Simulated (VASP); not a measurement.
Write the native input for VASP 6.6.1 that does the following.

```yaml
Task: single point
Functional: PBE
Potentials_or_basis: VASP PAW PBE potentials, release 64 (Hg, Te)
Cutoff: 520 eV
k_mesh: 6 × 6 × 6
Occupations: fermi-dirac, width 0.02 eV
Spin: no spin polarisation
Dipole_correction: no
Further_INCAR_settings: ALGO = Normal; EDIFF = 1e-06; NBANDS = 16
```

The structure of HgTe lies in POSCAR:

```
HgTe
1.0
    0.0000000000      3.2891578888      3.2891578888
    3.2069289416      0.0000000000      3.2891578888
    3.2069289416      3.2891578888      0.0000000000
Hg Te
1 1
Direct
    0.0000000000      0.0000000000      0.0000000000
    0.2500000000      0.2500000000      0.2500000000
```

This cell differs from its parent crystal: uniaxial x strain -2.5%.

These files were run (other wordings do the same):

INCAR

```
SYSTEM = HgTe
PREC = Accurate
ENCUT = 520
EDIFF = 1E-6
ISMEAR = -1
SIGMA = 0.02
LREAL = .False.
LASPH = .True.
NELM = 60
ALGO = Normal
ISIF = 2
LWAVE = .False.
LCHARG = .False.
GGA = PE
NBANDS = 16
```

KPOINTS

```
regular mesh
0
Gamma
  6 6 6
  0 0 0
```

Potentials or basis: VASP PAW PBE potentials, release 64 (Hg, Te).

Command:

```console
$ cat potpaw_PBE.64/Hg/POTCAR potpaw_PBE.64/Te/POTCAR > POTCAR
$ mpirun -np 1 vasp_std > vasp.out
```

It gave:

```yaml
Pressure: 2.4 GPa
Band_gap_on_the_k_mesh: 0.08 eV, direct
```

Caveat: the cell differs from its parent crystal (uniaxial x strain -2.5%); spin-orbit coupling is left out, which moves the levels of the heavy elements.

It took 26 s on 1 thread of Intel(R) Xeon(R) Platinum 8488C (Sapphire Rapids), on a shared host, peak memory 0.21 GiB.
